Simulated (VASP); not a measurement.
Write the native input for VASP 6.6.1 that does the following.

```
Task                   : single point
Functional             : PBE
Potentials or basis    : VASP PAW PBE potentials, release 64 (Si, N)
Cutoff                 : 520 eV
k mesh                 : 10 × 4 × 4
Occupations            : gaussian, width 0.1 eV
Spin                   : no spin polarisation
Dipole correction      : no
Further INCAR settings : ALGO = Normal; EDIFF = 1e-06; NBANDS = 22
```

The structure of Si2N lies in POSCAR:

```
Si2N
1.0
    0.0000000000      0.0000000000      2.5590440620
    6.6929951769      0.0000000000      0.0000000000
    0.0000000000      6.6929951769      0.0000000000
Si N
4 2
Direct
    0.0000000000      0.3558172348      0.3558172348
    0.5000000000      0.1441827652      0.8558172348
    0.0000000000      0.6441827652      0.6441827652
    0.5000000000      0.8558172348      0.1441827652
    1.0000000000      0.0000000000      0.0000000000
    0.5000000000      0.5000000000      0.5000000000
```

One way to write it, as run:

INCAR

```
PREC = Accurate
ENCUT = 520
EDIFF = 1E-6
ISMEAR = 0
SIGMA = 0.1
LREAL = False
LASPH = True
NELM = 60
ALGO = Normal
ISIF = 2
LWAVE = False
LCHARG = False
GGA = PE
NBANDS = 22
```

KPOINTS

```
regular mesh
0
Gamma
  10 4 4
```

Potentials or basis: VASP PAW PBE potentials, release 64 (Si, N).

Command:

```sh
$ cat potpaw_PBE.64/Si/POTCAR potpaw_PBE.64/N/POTCAR > POTCAR
$ mpirun -np 1 vasp_std > vasp.out
```

It gave:

```json
{"Pressure": "0.2 GPa", "Largest force": "0.012 eV/Å", "Band gap on the k mesh": "zero (band 13 reaches 5.50 eV, above the bottom of band 14 at 3.13 eV)"}
```

Wall time 43 s on 1 thread of Intel(R) Xeon(R) 6975P-C (Granite Rapids), on a shared host, peak memory 0.23 GiB.
